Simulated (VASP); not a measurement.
# K2Zn2HF5 (a cell with a defect): single point with PBEsol

System: K2Zn2HF5 (a cell with a defect).

```
CELL_PARAMETERS angstrom
8.10453 0.00000 0.00000
0.00000 4.05226 0.00000
0.00000 0.00000 4.05226
ATOMIC_POSITIONS crystal
K 0.99876 0.00581 0.00928
K 0.50183 0.00313 0.99657
Zn 0.24910 0.50544 0.50655
Zn 0.75480 0.49513 0.50358
F 0.24748 0.50363 0.00077
F 0.75129 0.50523 0.99970
F 0.00218 0.49954 0.48990
F 0.25010 0.99435 0.49951
F 0.75353 0.99893 0.49322
H 0.49821 0.49705 0.25447
```

| Quantity | Value |
| --- | --- |
| Program | VASP 6.6.1 |
| Task | single point |
| Functional | PBEsol |
| Potentials or basis | VASP PAW PBE potentials, release 64 (K_sv, Zn, F, H) |
| Cutoff | 520 eV |
| k mesh | 2 × 2 × 2, shifted |
| Occupations | fermi-dirac, width 0.05 eV |
| Spin | no spin polarisation |
| Dipole correction | no |
| Charge | 1 |
| Further INCAR settings | ALGO = Normal; EDIFF = 1e-07; NBANDS = 50; NELECT = 77.0 |

```yaml
Largest_force: 1.066 eV/Å
```

Forces in eV/Å, atoms in the order of the input:
```
K    0.068 -0.044 -0.062
K   -0.010 -0.091 -0.455
Zn  -0.620 -0.281 -0.360
Zn   0.663  0.125 -0.268
F    0.676 -0.065 -0.066
F   -0.644 -0.037 -0.130
F   -0.060 -0.017  0.131
F    0.606  0.369  0.053
F   -0.613 -0.035  0.095
H   -0.066  0.074  1.062
```

Levels at points of the mesh, in eV from the Fermi level:
```
           k point  band 34  band 35  band 36  band 37  band 38  band 39  band 40  band 41  band 42  band 43
(0.25, 0.25, 0.25)    -1.49    -1.43    -1.28    -1.18    -1.05     0.00     5.23     5.59     7.93     8.65
```

It took 49 s on 1 thread of Intel(R) Xeon(R) Platinum 8559C (Emerald Rapids), on a shared host, peak memory 0.23 GiB.

Caveat: the k points lie up to 0.78 Å⁻¹ apart, too coarse for converged energies and pressures of a metal; the cell carries a net charge on a neutralising background, which shifts energy and pressure; the cell is charged against a uniform background, so pressure and absolute levels hang on convention; the PAW data sets were made with another functional, which shifts forces and pressure a little; an odd number of electrons without spin polarisation forces a metal; a magnetic or distorted state may lie lower.
